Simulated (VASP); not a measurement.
# Zn8Se7 (a cell with a defect) in VASP: single point with PBE

Aim: the single point of Zn8Se7 (a cell with a defect) with PBE.

Everything below comes from runs of VASP 6.6.1. Logs are shortened: lines on timing, memory, paths and dates and some standing lists are left out, and cuts for length are marked.

### 1 The cell of the first run

The cell holds a defect, 15 atoms: a = 8.015 Å, b = 8.015 Å, c = 8.015 Å, α = 60.00°, β = 60.00°, γ = 60.00°.

### 2 Single point, PBE

The input, INCAR:

```
PREC = Accurate
ENCUT = 400
EDIFF = 1E-6
ISMEAR = 0
SIGMA = 0.05
LREAL = F
LASPH = T
NELM = 120
ALGO = Normal
ISIF = 2
LWAVE = F
LCHARG = F
GGA = PE
NBANDS = 82
GGA_COMPAT = F
```

The input, KPOINTS:

```
Automatic mesh
0
Gamma
  2 2 2
```

The input, POSCAR:

```
Zn8Se7
1.0
    0.0000000000      5.6676000000      5.6676000000
    5.6676000000      0.0000000000      5.6676000000
    5.6676000000      5.6676000000      0.0000000000
Zn Se
8 7
Direct
    0.0000000000      0.0000000000      0.0000000000
    0.0000000000      0.0000000000      0.5000000000
    0.0000000000      0.5000000000      0.0000000000
    0.0000000000      0.5000000000      0.5000000000
    0.5000000000      0.0000000000      0.0000000000
    0.5000000000      0.0000000000      0.5000000000
    0.5000000000      0.5000000000      0.0000000000
    0.5000000000      0.5000000000      0.5000000000
    0.1250000000      0.1250000000      0.6250000000
    0.1250000000      0.6250000000      0.1250000000
    0.1250000000      0.6250000000      0.6250000000
    0.6250000000      0.1250000000      0.1250000000
    0.6250000000      0.1250000000      0.6250000000
    0.6250000000      0.6250000000      0.1250000000
    0.6250000000      0.6250000000      0.6250000000
```

Potentials or basis: VASP PAW PBE potentials, release 64 (Zn, Se).

The run is started by

```console
cat potpaw_PBE.64/Zn/POTCAR potpaw_PBE.64/Se/POTCAR > POTCAR
mpirun -np 1 vasp_std > vasp.out
```

OUTCAR:

```text
PREC = Accurate
   ENCUT = 400
   EDIFF = 1E-6
   ISMEAR = 0
   LREAL = F
   LASPH = T
   NELM = 120
   ISIF = 2
   GGA = PE

 ion  position               nearest neighbor table
   1  0.000  0.000  0.000-   9 2.45  10 2.45  12 2.45
   2  0.000  0.000  0.500-   9 2.45  11 2.45  13 2.45
   3  0.000  0.500  0.000-  10 2.45  11 2.45  14 2.45
   4  0.000  0.500  0.500-   9 2.45  10 2.45  11 2.45  15 2.45
   5  0.500  0.000  0.000-  12 2.45  13 2.45  14 2.45
   6  0.500  0.000  0.500-   9 2.45  12 2.45  13 2.45  15 2.45
   7  0.500  0.500  0.000-  10 2.45  12 2.45  14 2.45  15 2.45
   8  0.500  0.500  0.500-  11 2.45  13 2.45  14 2.45  15 2.45
   9  0.125  0.125  0.625-   1 2.45   2 2.45   4 2.45   6 2.45
  10  0.125  0.625  0.125-   1 2.45   3 2.45   4 2.45   7 2.45
  11  0.125  0.625  0.625-   2 2.45   3 2.45   4 2.45   8 2.45
  12  0.625  0.125  0.125-   1 2.45   5 2.45   6 2.45   7 2.45
  13  0.625  0.125  0.625-   2 2.45   5 2.45   6 2.45   8 2.45
  14  0.625  0.625  0.125-   3 2.45   5 2.45   7 2.45   8 2.45
  15  0.625  0.625  0.625-   4 2.45   6 2.45   7 2.45   8 2.45

  LATTYP: Found a face centered cubic cell.
 ALAT       =    11.3352000000

  Lattice vectors:

 A1 = (   0.0000000000,   5.6676000000,   5.6676000000)
 A2 = (   5.6676000000,   0.0000000000,   5.6676000000)
 A3 = (   5.6676000000,   5.6676000000,   0.0000000000)

Analysis of symmetry for initial positions (statically):
=====================================================================
 Subroutine PRICEL returns:
 Original cell was already a primitive cell.

 Routine SETGRP: Setting up the symmetry group for a
 face centered cubic supercell.

 Subroutine GETGRP returns: Found 24 space group operations
 (whereof  6 operations were pure point group operations)
 out of a pool of 48 trial point group operations.

The static configuration has the point symmetry C_3v.
 The point group associated with its full space group is T_d .

Analysis of symmetry for dynamics (positions and initial velocities):
=====================================================================
 Subroutine PRICEL returns:
 Original cell was already a primitive cell.

 Routine SETGRP: Setting up the symmetry group for a
 face centered cubic supercell.

 Subroutine GETGRP returns: Found 24 space group operations
 (whereof  6 operations were pure point group operations)
 out of a pool of 48 trial point group operations.

The dynamic configuration has the point symmetry C_3v.
 The point group associated with its full space group is T_d .

 Subroutine INISYM returns: Found 24 space group operations
 (whereof  6 operations are pure point group operations),
 and found     1 'primitive' translations

----------------------------------------------------------------------------------------

                                     Primitive cell

  volume of cell :     364.1058

  direct lattice vectors                    reciprocal lattice vectors
     0.000000000  5.667600000  5.667600000    -0.088220764  0.088220764  0.088220764
     5.667600000  0.000000000  5.667600000     0.088220764 -0.088220764  0.088220764
     5.667600000  5.667600000  0.000000000     0.088220764  0.088220764 -0.088220764

  length of vectors
     8.015196786  8.015196786  8.015196786     0.152802845  0.152802845  0.152802845

  position of ions in fractional coordinates (direct lattice)
     0.000000000  0.000000000  0.000000000
     0.000000000  0.000000000  0.500000000
     0.000000000  0.500000000  0.000000000
     0.000000000  0.500000000  0.500000000
     0.500000000  0.000000000  0.000000000
     0.500000000  0.000000000  0.500000000
     0.500000000  0.500000000  0.000000000
     0.500000000  0.500000000  0.500000000
     0.125000000  0.125000000  0.625000000
     0.125000000  0.625000000  0.125000000
     0.125000000  0.625000000  0.625000000
     0.625000000  0.125000000  0.125000000
     0.625000000  0.125000000  0.625000000
     0.625000000  0.625000000  0.125000000
     0.625000000  0.625000000  0.625000000

  ion indices of the primitive-cell ions
   primitive index   ion index
                 1           1
                 2           2
                 3           3
                 4           4
                 5           5
                 6           6
                 7           7
                 8           8
                 9           9
                10          10
                11          11
                12          12
                13          13
                14          14
                15          15

----------------------------------------------------------------------------------------

 KPOINTS: Automatic mesh

Automatic generation of k-mesh.
 Grid dimensions read from file:
 generate k-points for:    2    2    2

 Generating k-lattice:

  Cartesian coordinates                     Fractional coordinates (reciprocal lattice)
    -0.044110382  0.044110382  0.044110382     0.500000000  0.000000000  0.000000000
     0.044110382 -0.044110382  0.044110382     0.000000000  0.500000000  0.000000000
     0.044110382  0.044110382 -0.044110382     0.000000000  0.000000000  0.500000000

  Length of vectors
     0.076401422  0.076401422  0.076401422

  Shift w.r.t. Gamma in fractional coordinates (k-lattice)
     0.000000000  0.000000000  0.000000000

 Subroutine IBZKPT returns following result:
 ===========================================

 Found      3 irreducible k-points:

 Following reciprocal coordinates:
            Coordinates               Weight
  0.000000  0.000000  0.000000      1.000000
  0.500000  0.000000  0.000000      4.000000
  0.500000  0.500000  0.000000      3.000000
   k-points           NKPTS =      3   k-points in BZ     NKDIM =      3   number of bands    NBANDS=     82
   number of dos      NEDOS =    301   number of ions     NIONS =     15
   total plane-waves  NPLWV = 157464
   dimension x,y,z NGX =    54 NGY =   54 NGZ =   54
   dimension x,y,z NGXF=   108 NGYF=  108 NGZF=  108
   ions per type =               8   7
   NGX,Y,Z   is equivalent  to a cutoff of  11.20, 11.20, 11.20 a.u.
   NGXF,Y,Z  is equivalent  to a cutoff of  22.40, 22.40, 22.40 a.u.
 SYSTEM =  unknown system
   PREC   = accura    normal or accurate (medium, high low for compatibility)
   ISTART =      0    job   : 0-new  1-cont  2-samecut
   ICHARG =      2    charge: 1-file 2-atom 10-const
   ISPIN  =      1    spin polarized calculation?
   LNONCOLLINEAR =      F non collinear calculations
   LSORBIT =      F    spin-orbit coupling
   LASPH  =      T    aspherical Exc in radial PAW
   ENCUT  =  400.0 eV  29.40 Ry    5.42 a.u.  13.07 13.07 13.07*2*pi/ulx,y,z
   NELM   =    120;   NELMIN=  2; NELMDL= -5     # of ELM steps
   EDIFF  = 0.1E-05   stopping-criterion for ELM
   LREAL  =      F    real-space projection
   EDIFFG = 0.1E-04   stopping-criterion for IOM
   NSW    =      0    number of steps for IOM
   IBRION =     -1    ionic relax: 0-MD 1-quasi-New 2-CG
   NFREE  =      0    steps in history (QN), initial steepest desc. (CG)
   ISIF   =      2    stress and relaxation
   ISYM   =      2    0-nonsym 1-usesym 2-fastsym
   POTIM  = 0.5000    time-step for ionic-motion
   TEBEG  =    0.0;   TEEND  =   0.0 temperature during run
   PSTRESS=    0.0 pullay stress
   NELECT =     138.0000    total number of electrons
   NUPDOWN=      -1.0000    fix difference up-down
   EMIN   =  10.00;   EMAX   =-10.00  energy-range for DOS
   EFERMI =   0.00;   METHOD = LEGACY
   ISMEAR =     0;   SIGMA  =   0.05  broadening in eV -4-tet -1-fermi 0-gaus
   EFERMI_NEDOS =   21; number of points for ismear=-14 and -15
   IALGO  =     38    algorithm
   IMIX   =      4    mixing-type and parameters
     AMIX     =   0.40;   BMIX     =  1.00
     AMIX_MAG =   1.60;   BMIX_MAG =  1.00
  volume/ion in A,a.u.               =      24.27       163.81
  Fermi-wavevector in a.u.,A,eV,Ry     =   1.184746  2.238846 19.097459  1.403624
  Thomas-Fermi vector in A             =   2.320954
   LORBIT       =      0    0 simple, 1 ext, 2 COOP (PROOUT), +10 PAW based schemes
   GGA     = PE    functional components
   LHFCALC =     F    Hartree Fock is set to
   AEXX    =    0.0000 exact exchange contribution
   IVDW    =     0    specifies the selected vdW correction
   LEPSILON=     F    determine dielectric tensor
   LRPA    =     F    only Hartree local field effects (RPA)
 non-spin polarized calculation
 Gauss-broadening in eV      SIGMA  =   0.05
  energy-cutoff  :      400.00
  volume of cell :      364.11
 maximum number of plane-waves:      6638
 NGX is ok and might be reduce to    54
   NGX = 27   NGY = 27   NGZ = 27

 number of electron     137.9999838 magnetization

 Free energy of the ion-electron system (eV)
  ---------------------------------------------------
  ext. energy  EPLUGINS =         0.00000000
  ---------------------------------------------------
  free energy    TOTEN  =       -40.23426726 eV

  energy without entropy =      -40.21432742  energy(sigma->0) =      -40.22429734

 E-fermi :   2.5716     XC(G=0):  -9.0248

 val. band max:        2.5593834485   @ k =   0.5000   0.5000   0.0000
 cond. band min:       2.5837261087   @ k =   0.5000   0.5000   0.0000
 fundamental gap:      0.0243426602
 Fermi energy:         2.5715547776

 k-point     1 :       0.0000    0.0000    0.0000
  band No.  band energies     occupation
      1     -12.0881      2.00000
      2     -11.4056      2.00000
      3     -11.4056      2.00000
      4     -11.4056      2.00000
      5     -11.2116      2.00000
      6     -11.1395      2.00000
[... 73 lines left out ...]
     80       6.3818      0.00000
     81       6.3818      0.00000

 k-point     2 :       0.5000    0.0000    0.0000
  band No.  band energies     occupation
      1     -11.8172      2.00000
      2     -11.7031      2.00000
      3     -11.2821      2.00000
      4     -11.2821      2.00000
      5     -11.2795      2.00000
      6     -11.2795      2.00000
[... 73 lines left out ...]
     80       6.6667      0.00000
     81       6.7688      0.00000

 k-point     3 :       0.5000    0.5000    0.0000
  band No.  band energies     occupation
      1     -11.7054      2.00000
      2     -11.6085      2.00000
      3     -11.4249      2.00000
      4     -11.4227      2.00000
      5     -11.4227      2.00000
      6     -11.1955      2.00000
[... 73 lines left out ...]
     80       6.7829      0.00000
     81       7.0141      0.00000
 [bands above 81 left out]

------------------------ aborting loop because EDIFF is reached ----------------------------------------

  FORCE on cell =-STRESS in cart. coord.  units (eV):
  Direction    XX          YY          ZZ          XY          YZ          ZX
  --------------------------------------------------------------------------------------
  -------------------------------------------------------------------------------------
  Total        3.5605565      3.5605565      3.5605565      0.0000000      0.0000000      0.0000000
  in kB       15.6675428     15.6675428     15.6675428      0.0000000      0.0000000      0.0000000
  external PRESSURE =      15.6675428 kB  Pullay stress =       0.0000000 kB

 VOLUME and BASIS-vectors are now :
 -----------------------------------------------------------------------------
  energy-cutoff  :      400.00
  volume of cell :      364.11
      direct lattice vectors                 reciprocal lattice vectors
     0.000000000  5.667600000  5.667600000    -0.088220764  0.088220764  0.088220764
     5.667600000  0.000000000  5.667600000     0.088220764 -0.088220764  0.088220764
     5.667600000  5.667600000  0.000000000     0.088220764  0.088220764 -0.088220764

 POSITION                                       TOTAL-FORCE (eV/Angst)
 -----------------------------------------------------------------------------------
      0.00000      0.00000      0.00000         0.209464      0.209464      0.209464
      2.83380      2.83380      0.00000        -0.209464     -0.209464      0.209464
      2.83380      0.00000      2.83380        -0.209464      0.209464     -0.209464
      5.66760      2.83380      2.83380         0.017127     -0.017127     -0.017127
      0.00000      2.83380      2.83380         0.209464     -0.209464     -0.209464
      2.83380      5.66760      2.83380        -0.017127      0.017127     -0.017127
      2.83380      2.83380      5.66760        -0.017127     -0.017127      0.017127
      5.66760      5.66760      5.66760         0.017127      0.017127      0.017127
      4.25070      4.25070      1.41690         0.000000      0.000000     -0.021730
      4.25070      1.41690      4.25070         0.000000     -0.021730      0.000000
      7.08450      4.25070      4.25070         0.021730      0.000000      0.000000
      1.41690      4.25070      4.25070        -0.021730      0.000000      0.000000
      4.25070      7.08450      4.25070         0.000000      0.021730      0.000000
      4.25070      4.25070      7.08450         0.000000      0.000000      0.021730
      7.08450      7.08450      7.08450         0.000000      0.000000     -0.000000
 -----------------------------------------------------------------------------------
    total drift:                                0.000002      0.000002      0.000001

  FREE ENERGIE OF THE ION-ELECTRON SYSTEM (eV)
  ---------------------------------------------------
  free  energy   TOTEN  =       -40.2342672604 eV

  energy  without entropy=      -40.2143274223  energy(sigma->0) =      -40.22429734
```

It took 68 s on 1 thread of Intel Xeon 6975P-C (Granite Rapids), shared host; peak memory 0.37 GiB.

Results:

| Property | Result |
| --- | --- |
| Free energy | -40.2343 eV |
| Pressure | 1.6 GPa |
| Largest force | 0.363 eV/Å |
| Band gap on the k mesh | 0.02 eV |

Forces in eV/Å, atoms in the order of the input:
```
Zn   0.209  0.209  0.209
Zn  -0.209 -0.209  0.209
Zn  -0.209  0.209 -0.209
Zn   0.017 -0.017 -0.017
Zn   0.209 -0.209 -0.209
Zn  -0.017  0.017 -0.017
Zn  -0.017 -0.017  0.017
Zn   0.017  0.017  0.017
Se   0.000  0.000 -0.022
Se   0.000 -0.022  0.000
Se   0.022  0.000  0.000
Se  -0.022  0.000  0.000
Se   0.000  0.022  0.000
Se   0.000  0.000  0.022
Se   0.000  0.000  0.000
```

Levels at points of the mesh, in eV from the valence-band top:
```csv
k point,band 65,band 66,band 67,band 68,band 69,band 70,band 71,band 72,band 73,band 74
"(0.00, 0.00, 0.00)",-2.34,-2.18,-1.71,-1.71,-1.71,0.29,1.14,1.14,1.14,1.40
"(0.50, 0.00, 0.00)",-2.44,-2.44,-1.95,-1.95,-0.74,0.21,1.52,1.81,1.94,1.94
"(0.50, 0.50, 0.00)",-2.55,-2.55,-2.39,-2.37,0.00,0.02,1.72,1.72,2.49,2.54
```

Caveat: the k points lie up to 0.48 Å⁻¹ apart.
